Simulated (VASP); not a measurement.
Runs of VASP 6.6.1 on CdSe (zincblende type). The structure is that of space group F-43m (No. 216), or close to it. The cells are those of the table. 

```csv
task,cell,cutoff (eV),k mesh for the DOS,occupations for the DOS,gap on the mesh (eV),pressure (GPa)
single point,"a = 3.944 Å, angles 60.0°, 2 atoms",500,-,-,0.87,23.0
single point,"a = 4.162 Å, angles 60.0°, 2 atoms",500,-,-,0.56,4.7
single point,"a = 4.249 Å, angles 60.0°, 2 atoms",500,-,-,(b),(a)
single point,"a = 3.481 Å, angles 60.0°, 2 atoms",520,-,-,1.21,145.3
single point,"a = 3.662 Å, angles 60.0°, 2 atoms",500,-,-,1.17,76.4
single point,"a = 3.662 Å, angles 60.0°, 2 atoms",520,-,-,1.17,76.4
```

Alike in all rows: level LDA; potentials or basis VASP PAW LDA potentials, release 64 (Cd, Se); no spin polarisation; k mesh 11 × 11 × 11; smearing fermi-dirac 0.05 eV.

Task: Estimate the missing entries.

Result: (a) 0.5; (b) 0.44.

A k mesh can miss the band edges, and the runs leave out spin-orbit coupling on Cd, Se.
